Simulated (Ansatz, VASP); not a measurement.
# One calculation of GaP, two programs

Contents of INCAR:

```
PREC = Accurate
ENCUT = 520
EDIFF = 1E-6
ISMEAR = 0
SIGMA = 0.05
LREAL = False
LASPH = True
NELM = 80
ALGO = Normal
ISIF = 2
LWAVE = False
LCHARG = True
GGA = PS
LELF = True
LVHAR = True
NBANDS = 26
```

File KPOINTS:

```
regular mesh
0
Gamma
  9 9 9
```

File POSCAR:

```
GaP
1.0
    2.0984563895      1.2115443614      6.9452749083
   -2.0984563895      1.2115443614      6.9452749083
    0.0000000000     -2.4230887228      6.9452749083
Ga P
2 2
Direct
    0.4353720000      0.4353720000      0.4353720000
    0.5646280000      0.5646280000      0.5646280000
    0.0573890000      0.0573890000      0.0573890000
    0.9426110000      0.9426110000      0.9426110000
```

Input for Ansatz:

```yaml
crystal:
  lattice:
    - [2.0984563895, 1.2115443614, 6.9452749083]
    - [-2.0984563895, 1.2115443614, 6.9452749083]
    - [0.0, -2.4230887228, 6.9452749083]
  atoms:
    - { symbol: Ga, position: [0.435372, 0.435372, 0.435372] }
    - { symbol: Ga, position: [0.564628, 0.564628, 0.564628] }
    - { symbol: P, position: [0.057389, 0.057389, 0.057389] }
    - { symbol: P, position: [0.942611, 0.942611, 0.942611] }
basis:
  ecutwfc: 420
kpoints:
  mp_grid: { grid: [9, 9, 9] }
hamiltonian:
  xc: pbesol
scf:
  occupations: { method: gaussian, width: 0.05 }
output:
  forces: true
  stress: true
  eigenvalues: true
```

Change from the starting cell: strain +0.080 along x and y, +0.080 along z, atoms carried along.

Alike in both runs: task single point; functional PBEsol; k mesh 9 × 9 × 9; occupations gaussian, width 0.05 eV; no spin polarisation.

```csv
,VASP,Ansatz
version,VASP 6.6.1,Ansatz 0.2.0
potentials or method,"VASP PAW PBE potentials, release 64 (Ga_d, P), cutoff 520 eV","scalar-relativistic, plane waves, PAW"
valence electrons in the cell,36,36
```

VASP gave:

- gap on the k mesh at the Fermi level (eV): none
- pressure (GPa): -11.4
- traceless stress, the component that is largest in VASP (GPa): -1.22
- rms of the force components (eV/Å): 0.179

Q: Which values does Ansatz return?

A: gap on the k mesh at the Fermi level (eV): none; pressure (GPa): -11.4; traceless stress, the component that is largest in VASP (GPa): -1.20; rms of the force components (eV/Å): 0.176.

VASP's potentials were made for PBE, not for PBEsol. Atom by atom the forces differ by 0.005 eV/Å (rms over components). A gap of «none» marks a metal or a gap that the smearing closes.
